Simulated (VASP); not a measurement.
Write the native input for VASP 6.6.1 that does the following.

```
Task                   : electric field gradients
Functional             : PBE
Potentials or basis    : VASP PAW PBE potentials, release 64 (Ba_sv, O)
Cutoff                 : 520 eV
k mesh                 : 8 × 8 × 8
Occupations            : fermi-dirac, width 0.02 eV
Spin                   : no spin polarisation
Dipole correction      : no
Further INCAR settings : ALGO = Normal; EDIFF = 1e-08; NBANDS = 15
```

The structure of BaO lies in POSCAR:

```
BaO
1.0
    0.0000000000      2.7772294936      2.7772294936
    2.7772294936      0.0000000000      2.7772294936
    2.7772294936      2.7772294936      0.0000000000
Ba O
1 1
Direct
    0.0000000000      0.0000000000      0.0000000000
    0.5000000000      0.5000000000      0.5000000000
```

These files were run (other wordings do the same):

INCAR

```
SYSTEM = BaO
  ALGO = Normal
  EDIFF = 1E-8
  ENCUT = 520
  GGA = PE
  GGA_COMPAT = .FALSE.
  ISIF = 2
  ISMEAR = -1
  LASPH = .TRUE.
  LCHARG = .FALSE.
  LEFG = .TRUE.
  LREAL = .FALSE.
  LWAVE = .FALSE.
  NBANDS = 15
  NELM = 120
  PREC = Accurate
  SIGMA = 0.02
```

KPOINTS

```
k-points
0
G
  8 8 8
  0 0 0
```

Potentials or basis: VASP PAW PBE potentials, release 64 (Ba_sv, O).

Run with:

```sh
$ cat potpaw_PBE.64/Ba_sv/POTCAR potpaw_PBE.64/O/POTCAR > POTCAR
$ mpirun -np 1 vasp_std > vasp.out
```

It gave:

- Pressure: 2.4 GPa
- Band gap on the k mesh: 2.00 eV
- Largest electric field gradient by atom: zero within the noise of the run

Caveat: spin-orbit coupling is left out, which moves the levels of the heavy elements.

It took 11 s on 1 thread of Intel(R) Xeon(R) 6975P-C (Granite Rapids), with other jobs on the host, peak memory 0.17 GiB.
